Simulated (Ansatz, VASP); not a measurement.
Two plane-wave programs on Co

INCAR

```
ALGO     = Normal         # electronic algorithm
EDIFF    = 1E-7           # SCF threshold, eV
ENCUT    = 520            # plane-wave cutoff, eV
GGA      = PE             # functional
ISIF     = 2              # what is computed and relaxed
ISMEAR   = -1             # smearing method
ISPIN    = 2              # spin polarisation
LASPH    = True           # aspherical terms in the spheres
LCHARG   = False          # write CHGCAR
LMAXMIX  = 4              # l up to which the mixer works
LORBIT   = 11             # projections on sites
LREAL    = False          # projectors in reciprocal space
LWAVE    = False          # write WAVECAR
MAGMOM   = 3 -3           # initial moments
NBANDS   = 20             # bands
NELM     = 150            # most SCF steps
PREC     = Accurate       # precision mode
SIGMA    = 0.05           # smearing width, eV
```

Contents of KPOINTS:

```
k-points
0
Gamma
  12 6 12
```

Contents of POSCAR:

```
Co
1.0
    0.0000000000      1.7917000000      1.7917000000
    3.5834000000      0.0000000000      3.5834000000
    1.7917000000      1.7917000000      0.0000000000
Co
2
Direct
    0.0000000000      0.0000000000      0.0000000000
    0.0000000000      0.5000000000      0.0000000000
```

Input for Ansatz:

```yaml
crystal:
  lattice:
    - [0.0, 1.7917, 1.7917]
    - [3.5834, 0.0, 3.5834]
    - [1.7917, 1.7917, 0.0]
  atoms:
    - { symbol: Co, position: [0.0, 0.0, 0.0], spin: 3.0 }
    - { symbol: Co, position: [0.0, 0.5, 0.0], spin: -3.0 }
magnetization:
  spin_polarized: true
hamiltonian:
  xc: pbe
  pseudopotentials: { kind: paw }
basis:
  ecutwfc: 420
kpoints:
  mp_grid: { grid: [12, 6, 12] }
scf:
  occupations: { method: fermi_dirac, width: 0.05 }
output:
  forces: true
  stress: true
  write_density: true
  write_potential: true
  elf: true
  volumetric_format: npy
```

Alike in both runs: task single point; functional PBE; k mesh 12 × 6 × 12; occupations fermi-dirac, width 0.05 eV; collinear spin.

|  | VASP | Ansatz |
| --- | --- | --- |
| version | VASP 6.6.1 | Ansatz 0.2.0 |
| potentials or method | VASP PAW PBE potentials, release 64 (Co), cutoff 520 eV | PAW, plane waves, scalar-relativistic |
| valence electrons in the cell | 18 | 34 |

|  | VASP | Ansatz | Ansatz less VASP |
| --- | --- | --- | --- |
| pressure (GPa) | -14.5 | -9.2 | +5.23 |
| traceless stress, the component that is largest in VASP (GPa) | -1.86 | 0.00 | +1.860 |
| net moment per atom (μB) | 0.00 | 1.72 | +1.717 |
| size of the moment on the site where the two differ most (μB) | 1.23 | 1.79 | +0.565 |

The net moments are unlike, so the other rows may belong to different states. Site moments also hang on the region over which each program counts them. VASP's potentials hold 18 valence electrons a cell and Ansatz's 34, so a difference there can come from the potentials and not from the codes. Ansatz's warnings: look outside group, seeded moment not kept, stability check not made.
